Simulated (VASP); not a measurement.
Here is a VASP 6.6.1 calculation.

Contents of INCAR:

```
PREC = Accurate
ENCUT = 520
EDIFF = 1E-8
ISMEAR = -1
SIGMA = 0.05
LREAL = False
LASPH = True
NELM = 150
ALGO = Normal
ISIF = 2
LWAVE = False
LCHARG = False
ISPIN = 2
MAGMOM = -3 3
LORBIT = 11
LMAXMIX = 4
GGA = PE
LEFG = True
NBANDS = 23
```

File KPOINTS:

```
Automatic mesh
0
Gamma
  11 11 11
```

Contents of POSCAR:

```
Cr
1.0
    2.9088081297      0.0000000000      0.0000000000
    0.0000000000      2.9088081297      0.0000000000
    0.0000000000      0.0000000000      2.9088081297
Cr
2
Direct
    0.0000000000      0.0000000000      0.0000000000
    0.5000000000      0.5000000000      0.5000000000
```

Potentials or basis: VASP PAW PBE potentials, release 64 (Cr_pv).

Command:

```bash
$ cat potpaw_PBE.64/Cr_pv/POTCAR > POTCAR
$ mpirun -np 1 vasp_std > vasp.out
```

Question: What does it give for the site moments?

Answer: Cr -1.40, +1.40 μB.

Question: What does it give for the net moment?

Answer: 0.00 μB per cell.

Caveat: without QUAD_EFG the Cq values of the log hold for a quadrupole moment of 1 mb, not for the nuclei.
